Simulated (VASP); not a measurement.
# Na2SrO2 (P-3m1) in VASP: further runs

The runs below take Na2SrO2 through relaxation of cell and atoms, single point, with PBE.

All numbers are computed with VASP 6.6.1; they aren't measurements. Logs are shortened: lines on timing, memory, paths and dates and some standing lists are left out, and cuts for length are marked.

## Step 1: The cell of the first run

It takes space group P-3m1 (No. 164, trigonal). The conventional cell has a = 3.600 Å, b = 3.600 Å, c = 6.451 Å, α = 90.00°, β = 90.00°, γ = 120.00°. Na (site symmetry 3m) has 4 O at 2.30 to 2.88 Å and 3 Sr at 2.44 Å within 3.0 Å. Within 3.2 Å of Sr (site symmetry -3m) lie 6 Na at 2.44 Å and 6 O at 3.09 Å. O (site symmetry 3m) has 4 Na at 2.30 to 2.88 Å and 3 O at 2.81 Å and 3 Sr at 3.09 Å within 3.1 Å.

The cell was built from a structure type or drawn by symmetry, and may not be a known phase.

## Step 2: Relaxation of cell and atoms, PBE

The input, INCAR:

```
PREC = Accurate
ENCUT = 600
EDIFF = 1E-7
ISMEAR = 0
SIGMA = 0.1
LREAL = False
LASPH = True
NELM = 60
ALGO = Normal
ISIF = 3
LWAVE = False
LCHARG = False
GGA = PE
IBRION = 2
NSW = 90
EDIFFG = -0.04
```

The input, KPOINTS:

```
Automatic mesh
0
Gamma
  6 6 4
```

The input, POSCAR:

```
Na2SrO2
1.0
    3.6000234500      0.0000000000      0.0000000000
   -1.8000117300      3.1177117600      0.0000000000
    0.0000000000      0.0000000000      6.4513203500
Na Sr O
2 1 2
Direct
    0.6666666700      0.3333333300      0.8006809900
    0.3333333300      0.6666666700      0.1993190100
    0.0000000000      0.0000000000      0.0000000000
    0.6666666700      0.3333333300      0.3537370000
    0.3333333300      0.6666666700      0.6462630000
```

Potentials or basis: VASP PAW PBE potentials, release 64 (Na_pv, Sr_sv, O).

Started as:

```bash
> cat potpaw_PBE.64/Na_pv/POTCAR potpaw_PBE.64/Sr_sv/POTCAR potpaw_PBE.64/O/POTCAR > POTCAR
> mpirun -np 1 vasp_std > vasp.out
```

OUTCAR:

```text
PREC = Accurate
   ENCUT = 600
   EDIFF = 1E-7
   ISMEAR = 0
   LREAL = False
   LASPH = True
   NELM = 60
   ISIF = 3
   GGA = PE
   IBRION = 2
   NSW = 90
   EDIFFG = -0.04

 ion  position               nearest neighbor table
   1  0.667  0.333  0.801-   5 2.30   5 2.30   5 2.30   3 2.44   3 2.44   3 2.44
   2  0.333  0.667  0.199-   4 2.30   4 2.30   4 2.30   3 2.44   3 2.44   3 2.44
   3  0.000  0.000  0.000-   1 2.44   2 2.44   1 2.44   2 2.44   1 2.44   2 2.44   4 3.09   5 3.09
                             4 3.09   5 3.09   5 3.09   4 3.09
   4  0.667  0.333  0.354-   2 2.30   2 2.30   2 2.30   3 3.09   3 3.09   3 3.09
   5  0.333  0.667  0.646-   1 2.30   1 2.30   1 2.30   3 3.09   3 3.09   3 3.09

  LATTYP: Found a hexagonal cell.
 ALAT       =     3.6000234500
 C/A-ratio  =     1.7920217575

  Lattice vectors:

 A1 = (   3.6000234500,   0.0000000000,   0.0000000000)
 A2 = (  -1.8000117300,   3.1177117600,   0.0000000000)
 A3 = (   0.0000000000,   0.0000000000,   6.4513203500)

Analysis of symmetry for initial positions (statically):
=====================================================================
 Subroutine PRICEL returns:
 Original cell was already a primitive cell.

 Routine SETGRP: Setting up the symmetry group for a
 hexagonal supercell.

 Subroutine GETGRP returns: Found 12 space group operations
 (whereof 12 operations were pure point group operations)
 out of a pool of 24 trial point group operations.

The static configuration has the point symmetry D_3d.

Analysis of symmetry for dynamics (positions and initial velocities):
=====================================================================
 Subroutine PRICEL returns:
 Original cell was already a primitive cell.

 Routine SETGRP: Setting up the symmetry group for a
 hexagonal supercell.

 Subroutine GETGRP returns: Found 12 space group operations
 (whereof 12 operations were pure point group operations)
 out of a pool of 24 trial point group operations.

The dynamic configuration has the point symmetry D_3d.

 Subroutine INISYM returns: Found 12 space group operations
 (whereof 12 operations are pure point group operations),
 and found     1 'primitive' translations

----------------------------------------------------------------------------------------

                                     Primitive cell

  volume of cell :      72.4086

  direct lattice vectors                    reciprocal lattice vectors
     3.600023450  0.000000000  0.000000000     0.277775968  0.160374031  0.000000000
    -1.800011730  3.117711760  0.000000000     0.000000000  0.320748060  0.000000000
     0.000000000  0.000000000  6.451320350     0.000000000  0.000000000  0.155007029

  length of vectors
     3.600023450  3.600023451  6.451320350     0.320748061  0.320748060  0.155007029

  position of ions in fractional coordinates (direct lattice)
     0.666666670  0.333333330  0.800680990
     0.333333330  0.666666670  0.199319010
     0.000000000  0.000000000  0.000000000
     0.666666670  0.333333330  0.353737000
     0.333333330  0.666666670  0.646263000

  ion indices of the primitive-cell ions
   primitive index   ion index
                 1           1
                 2           2
                 3           3
                 4           4
                 5           5

----------------------------------------------------------------------------------------

 KPOINTS: Automatic mesh

Automatic generation of k-mesh.
 Grid dimensions read from file:
 generate k-points for:    6    6    4

 Generating k-lattice:

  Cartesian coordinates                     Fractional coordinates (reciprocal lattice)
     0.046295995  0.026729005  0.000000000     0.166666667  0.000000000  0.000000000
     0.000000000  0.053458010  0.000000000     0.000000000  0.166666667  0.000000000
     0.000000000  0.000000000  0.038751757     0.000000000  0.000000000  0.250000000

  Length of vectors
     0.053458010  0.053458010  0.038751757

  Shift w.r.t. Gamma in fractional coordinates (k-lattice)
     0.000000000  0.000000000  0.000000000
[... 42 lines left out ...]
   LEPSILON=     F    determine dielectric tensor
   LRPA    =     F    only Hartree local field effects (RPA)
 conjugate gradient relaxation of ions
 non-spin polarized calculation
 Gauss-broadening in eV      SIGMA  =   0.10
  energy-cutoff  :      600.00
  volume of cell :       72.41
 maximum number of plane-waves:      2439
 NGX is ok and might be reduce to    30
   NGX = 15   NGY = 15   NGZ = 25

--------------------------------------- Ionic step        1  -------------------------------------------

 number of electron      35.9999988 magnetization

 Free energy of the ion-electron system (eV)
  ---------------------------------------------------
  ext. energy  EPLUGINS =         0.00000000
  ---------------------------------------------------
  free energy    TOTEN  =       -10.95507024 eV

  energy without entropy =      -10.94100424  energy(sigma->0) =      -10.94803724

------------------------ aborting loop because EDIFF is reached ----------------------------------------

  FORCE on cell =-STRESS in cart. coord.  units (eV):
  Direction    XX          YY          ZZ          XY          YZ          ZX
  --------------------------------------------------------------------------------------
  -------------------------------------------------------------------------------------
  Total       14.5222625     14.5222625     -6.1992193     -0.0000000      0.0000000     -0.0000000
  in kB      321.3327319    321.3327315   -137.1695410     -0.0000005      0.0000000     -0.0000000
  external PRESSURE =     168.4986408 kB  Pullay stress =       0.0000000 kB
[... 98 lines left out ...]
  FREE ENERGIE OF THE ION-ELECTRON SYSTEM (eV)
  ---------------------------------------------------
  free  energy   TOTEN  =       -19.7452730711 eV

  energy  without entropy=      -19.7452730687  energy(sigma->0) =      -19.74527307

 E-fermi :   1.1971     XC(G=0):  -8.9652

 val. band max:        0.7045297697   @ k =   0.1667  -0.0000   0.0000
 cond. band min:       2.8735541282   @ k =   0.0000   0.0000   0.0000
 fundamental gap:      2.1690243585
 Fermi energy:         1.1971198765

 k-point     1 :       0.0000    0.0000    0.0000
  band No.  band energies     occupation
      1     -32.1944      2.00000
      2     -21.6361      2.00000
      3     -21.5680      2.00000
      4     -21.5680      2.00000
      5     -21.5655      2.00000
      6     -21.5094      2.00000
[... 574 lines left out ...]
      6     -21.5212      2.00000
[... 14 lines left out ...]
     21       6.9875      0.00000
     22       7.1257      0.00000

[... ionic steps 4 to 20 ...]

--------------------------------------- Ionic step       21  -------------------------------------------

 number of electron      36.0000004 magnetization

------------------------ aborting loop because EDIFF is reached ----------------------------------------

  FORCE on cell =-STRESS in cart. coord.  units (eV):
  Direction    XX          YY          ZZ          XY          YZ          ZX
  --------------------------------------------------------------------------------------
  -------------------------------------------------------------------------------------
  Total       -0.0003221     -0.0003221      0.0450234      0.0000000     -0.0000000      0.0000000
  in kB       -0.0065948     -0.0065948      0.9218138      0.0000000     -0.0000000      0.0000000
  external PRESSURE =       0.3028747 kB  Pullay stress =       0.0000000 kB
[... 63 lines left out ...]
  energy  without entropy=      -23.1844140743  energy(sigma->0) =      -23.18441407

--------------------------------------- Ionic step       23  -------------------------------------------

 number of electron      36.0000005 magnetization

 Free energy of the ion-electron system (eV)
  ---------------------------------------------------
  ext. energy  EPLUGINS =         0.00000000
  ---------------------------------------------------
  free energy    TOTEN  =       -23.18544501 eV

  energy without entropy =      -23.18544501  energy(sigma->0) =      -23.18544501

 E-fermi :   1.4303     XC(G=0):  -9.3112

 val. band max:        0.9580402156   @ k =   0.0000   0.0000   0.0000
 cond. band min:       3.5570297328   @ k =   0.0000   0.0000   0.0000
 fundamental gap:      2.5989895172
 Fermi energy:         1.4303375829

 k-point     1 :       0.0000    0.0000    0.0000
  band No.  band energies     occupation
      1     -31.5821      2.00000
      2     -21.1114      2.00000
      3     -21.0586      2.00000
      4     -21.0586      2.00000
      5     -21.0068      2.00000
      6     -20.9442      2.00000
[... 621 lines left out ...]
  FREE ENERGIE OF THE ION-ELECTRON SYSTEM (eV)
  ---------------------------------------------------
  free  energy   TOTEN  =       -23.1854450109 eV

  energy  without entropy=      -23.1854450109  energy(sigma->0) =      -23.18544501

 reached required accuracy - stopping structural energy minimisation
```

It took 13 min on 1 thread of Intel Xeon Platinum 8375C at 2.90GHz (Ice Lake), shared host; peak memory 0.24 GiB.

What came out:

```yaml
Free_energy: -23.1854 eV
Relaxed_volume: 15.65 Å³/atom
Relaxed_cell: a = 3.798 Å, b = 3.798 Å, c = 6.266 Å, α = 90.00°, β = 90.00°, γ = 120.00°
Space_group_after_relaxing_to_0.1_Å: P-3m1 (No. 164)
Energy_gained_by_relaxing: 2446.1 meV/atom
Ionic_steps: 23
Pressure_after_relaxing: -0.1 GPa
Largest_force_after_relaxing: 0.007 eV/Å
Band_gap_on_the_k_mesh: 2.60 eV
```

Forces in eV/Å, atoms in the order of the input:
```
Na   0.000  0.000  0.007
Na   0.000  0.000 -0.007
Sr   0.000  0.000  0.000
O    0.000  0.000  0.003
O    0.000  0.000 -0.003
```

Step by step:
```
step  energy change (eV)  largest force (eV/Å)  pressure (GPa)  volume (Å³)
   1              0.0000                5.8432           16.85        72.41
   2             -6.9917                3.8272           -2.64        88.49
   3             -8.7902                1.1915          -13.04       112.52
   4             -9.0126                1.8870          -11.03       105.08
   5            -10.8896                1.2861           -6.65        86.53
   6            -11.3024                0.7195            2.02        74.07
   7            -11.3159                0.8081            0.31        75.76
   8            -11.6451                0.3235            1.61        74.61
   9            -11.6838                0.6979            2.91        73.99
  10            -11.8948                0.5087           -0.13        77.95
  11            -12.0528                0.2487           -4.63        86.20
  12            -12.0562                0.3039           -3.95        84.67
  13            -12.1677                0.1918           -2.83        83.18
  14            -12.1840                0.1344           -2.33        82.50
  15            -12.1848                0.1225           -2.23        82.36
  16            -12.2120                0.1696           -0.60        79.86
  17            -12.2142                0.1849            0.03        78.99
  18            -12.2184                0.1558            0.01        78.87
  19            -12.2271                0.0922            0.00        78.51
  20            -12.2234                0.1626            0.17        77.78
  21            -12.2293                0.0919            0.03        78.25
  22            -12.2293                0.0909            0.04        78.21
  23            -12.2304                0.0066           -0.06        78.27
```

Final structure:
```
Na Sr O
1.0
     3.79776    0.00000    0.00000
    -1.89888    3.28896    0.00000
     0.00000    0.00000    6.26623
Na Sr O
2 1 2
Direct
  0.66667 0.33333 0.62947
  0.33333 0.66667 0.37053
  0.00000 0.00000 0.00000
  0.66667 0.33333 0.23204
  0.33333 0.66667 0.76796
```

Levels at points of the mesh, in eV from the valence-band top:
```csv
k point,band 16,band 17,band 18,band 19,band 20,band 21
"(0.00, 0.00, 0.00)",-0.07,0.00,0.00,2.60,6.23,6.98
"(0.50, 0.00, 0.00)",-0.57,-0.44,-0.18,4.40,5.91,7.19
"(0.00, 0.00, 0.50)",-0.62,-0.01,-0.01,4.16,4.93,6.39
"(0.50, 0.00, 0.50)",-0.63,-0.14,-0.11,5.00,5.45,6.98
```

## Step 3: Relaxation of cell and atoms, PBE

This run uses another cell than the first one, of 15.56 Å³/atom.

The input, INCAR:

```
PREC = Accurate
ENCUT = 600
EDIFF = 1E-7
ISMEAR = 0
SIGMA = 0.02
LREAL = F
LASPH = T
NELM = 60
ALGO = Normal
ISIF = 3
LWAVE = F
LCHARG = F
GGA = PE
IBRION = 2
NSW = 100
EDIFFG = -0.01
```

The input, KPOINTS:

```
regular mesh
0
Gamma
  6 6 4
```

The input, POSCAR:

```
Na2SrO2
1.0
    3.7832362287      0.0000000000      0.0000000000
   -1.8916181143      3.2763786825      0.0000000000
    0.0000000000      0.0000000000      6.2782545280
Na Sr O
2 1 2
Direct
    0.6666666667      0.3333333333      0.6303218734
    0.3333333333      0.6666666667      0.3696781266
    0.0000000000      0.0000000000      0.0000000000
    0.6666666667      0.3333333333      0.2313810042
    0.3333333333      0.6666666667      0.7686189958
```

Potentials or basis: VASP PAW PBE potentials, release 64 (Na_pv, Sr_sv, O).

Started as:

```bash
> cat potpaw_PBE.64/Na_pv/POTCAR potpaw_PBE.64/Sr_sv/POTCAR potpaw_PBE.64/O/POTCAR > POTCAR
> mpirun -np 1 vasp_std > vasp.out
```

Run time: 1.9 min. Hardware: 1 thread of Intel Xeon Platinum 8375C at 2.90GHz (Ice Lake), shared host; peak memory 0.23 GiB.

Results (log left out):

- Free energy: -23.1900 eV
- Relaxed volume: 15.65 Å³/atom
- Relaxed cell: a = 3.792 Å, b = 3.792 Å, c = 6.281 Å, α = 90.00°, β = 90.00°, γ = 120.00°
- Space group after relaxing (to 0.1 Å): P-3m1 (No. 164)
- Energy gained by relaxing: 0.1 meV/atom
- Ionic steps: 4
- Pressure after relaxing: 0.0 GPa
- Largest force after relaxing: 0.008 eV/Å
- Band gap on the k mesh: 2.60 eV

Forces on the atoms (eV/Å):
```
Na   0.000  0.000 -0.008
Na   0.000  0.000  0.008
Sr   0.000  0.000  0.000
O    0.000  0.000  0.008
O    0.000  0.000 -0.008
```

Stress tensor (GPa, compression positive):
```
 0.00  0.00  0.00
 0.00  0.00  0.00
 0.00  0.00 -0.09
```

The path:
| step | energy change (eV) | largest force (eV/Å) | pressure (GPa) | volume (Å³) |
| --- | --- | --- | --- | --- |
| 1 | 0.0000 | 0.0293 | 0.33 | 77.82 |
| 2 | -0.0005 | 0.0144 | 0.02 | 78.18 |
| 3 | -0.0005 | 0.0117 | -0.04 | 78.25 |
| 4 | -0.0005 | 0.0083 | -0.03 | 78.23 |

Final structure:
```
Na Sr O
1.0
     3.79237    0.00000    0.00000
    -1.89618    3.28429    0.00000
     0.00000    0.00000    6.28069
Na Sr O
2 1 2
Direct
  0.66667 0.33333 0.63013
  0.33333 0.66667 0.36987
  0.00000 0.00000 0.00000
  0.66667 0.33333 0.23175
  0.33333 0.66667 0.76825
```

Levels at points of the mesh, in eV from the valence-band top:
```tsv
k point	band 15	band 16	band 17	band 18	band 19	band 20	band 21	band 22
(0.00, 0.00, 0.00)	-0.62	-0.07	0.00	0.00	2.60	6.23	6.99	6.99
(0.50, 0.00, 0.00)	-0.70	-0.58	-0.44	-0.18	4.40	5.91	7.19	8.50
(0.00, 0.00, 0.50)	-0.62	-0.62	-0.01	-0.01	4.15	4.93	6.39	6.93
(0.50, 0.00, 0.50)	-0.64	-0.63	-0.15	-0.11	4.99	5.45	6.98	7.57
```

## Step 4: Single point, PBE, collinear spin, ferromagnetic start

The input, INCAR:

```
SYSTEM = Na2SrO2
PREC = Accurate ; ENCUT = 520
EDIFF = 1E-7 ; ISMEAR = 0
SIGMA = 0.1 ; LREAL = .False.
LASPH = .True. ; NELM = 150
ALGO = Normal ; ISIF = 2
LWAVE = .False. ; LCHARG = .False.
ISPIN = 2 ; MAGMOM = 0 0 0 1 1
LORBIT = 11 ; GGA = PE
NBANDS = 30
```

The input, KPOINTS:

```
Automatic mesh
0
Gamma
  6 6 4
  0 0 0
```

The input, POSCAR:

```
Na2SrO2
1.0
    3.6000234500      0.0000000000      0.0000000000
   -1.8000117300      3.1177117600      0.0000000000
    0.0000000000      0.0000000000      6.4513203500
Na Sr O
2 1 2
Direct
    0.6666666700      0.3333333300      0.8006809900
    0.3333333300      0.6666666700      0.1993190100
    0.0000000000      0.0000000000      0.0000000000
    0.6666666700      0.3333333300      0.3537370000
    0.3333333300      0.6666666700      0.6462630000
```

Started as:

```bash
> cat potpaw_PBE.64/Na_pv/POTCAR potpaw_PBE.64/Sr_sv/POTCAR potpaw_PBE.64/O/POTCAR > POTCAR
> mpirun -np 1 vasp_std > vasp.out
```

Run time: 2.2 min. Hardware: 1 thread of Intel Xeon Platinum 8375C at 2.90GHz (Ice Lake), shared host; peak memory 0.26 GiB.

The run converged. Its results:

```
Free energy                                           : -10.9532 eV
Pressure                                              : 16.9 GPa
Largest force                                         : 5.843 eV/Å
Net moment                                            : 0.08 μB per cell
Site moments                                          : Na -0.00; Sr -0.01; O +0.05 μB
Valence electrons inside the program's atomic spheres : Na 6.17; Sr 8.30; O 4.79
```

Forces in eV/Å, atoms in the order of the input:
```
Na   0.000  0.000 -5.843
Na   0.000  0.000  5.843
Sr   0.000  0.000  0.000
O    0.000  0.000 -4.724
O    0.000  0.000  4.724
```

Stress tensor (GPa, compression positive):
```
 32.17   0.00   0.00
  0.00  32.17   0.00
  0.00   0.00 -13.55
```

Levels at points of the mesh, in eV from the Fermi level:
Spin up:
```csv
k point,band 16,band 17,band 18,band 19,band 20,band 21
"(0.00, 0.00, 0.00)",-0.70,-0.53,-0.09,-0.09,1.73,1.73
"(0.50, 0.00, 0.00)",-0.85,-0.69,-0.27,0.31,3.18,4.02
"(0.00, 0.00, 0.50)",-0.51,-0.34,-0.34,0.19,1.78,1.78
"(0.50, 0.00, 0.50)",-0.98,-0.62,-0.10,0.03,3.24,4.08
```
Spin down:
| k point | band 16 | band 17 | band 18 | band 19 | band 20 | band 21 |
| --- | --- | --- | --- | --- | --- | --- |
| (0.00, 0.00, 0.00) | -0.63 | -0.51 | 0.00 | 0.00 | 1.71 | 1.71 |
| (0.50, 0.00, 0.00) | -0.77 | -0.63 | -0.19 | 0.33 | 3.19 | 4.00 |
| (0.00, 0.00, 0.50) | -0.43 | -0.27 | -0.27 | 0.22 | 1.76 | 1.76 |
| (0.50, 0.00, 0.50) | -0.90 | -0.56 | -0.01 | 0.03 | 3.25 | 4.05 |

Caveat: the cell stands under pressure; forces of over 1 eV/Å act on the atoms, so gaps and moduli don't describe the material at rest.

## Step 5: Summary

```tsv
task	spin	cell	cutoff (eV)	smearing	gap on the mesh (eV)	pressure (GPa)	relaxed volume (Å³/atom)	largest force (eV/Å)
relaxation of cell and atoms	off	relaxed from a = 3.600, b = 3.600, c = 6.451 Å, angles 90.0, 90.0, 120.0°, 5 atoms, atomic positions A	600	gaussian 0.1 eV	2.60	-0.1	15.65	0.01
relaxation of cell and atoms	off	relaxed from a = 3.783, b = 3.783, c = 6.278 Å, angles 90.0, 90.0, 120.0°, 5 atoms, atomic positions B	600	gaussian 0.02 eV	2.60	0.0	15.65	0.01
single point	collinear, ferromagnetic start	a = 3.600, b = 3.600, c = 6.451 Å, angles 90.0, 90.0, 120.0°, 5 atoms, atomic positions A	520	gaussian 0.1 eV	none	16.9	-	5.84
```

Alike in all rows: level PBE; potentials or basis VASP PAW PBE potentials, release 64 (Na_pv, Sr_sv, O); k mesh 6 × 6 × 4.

Caveats: the cell stands under pressure (at least some runs); forces of over 1 eV/Å act on the atoms, so gaps and moduli don't describe the material at rest (at least some runs).

Absolute energies hang on the potentials; compare differences alone.
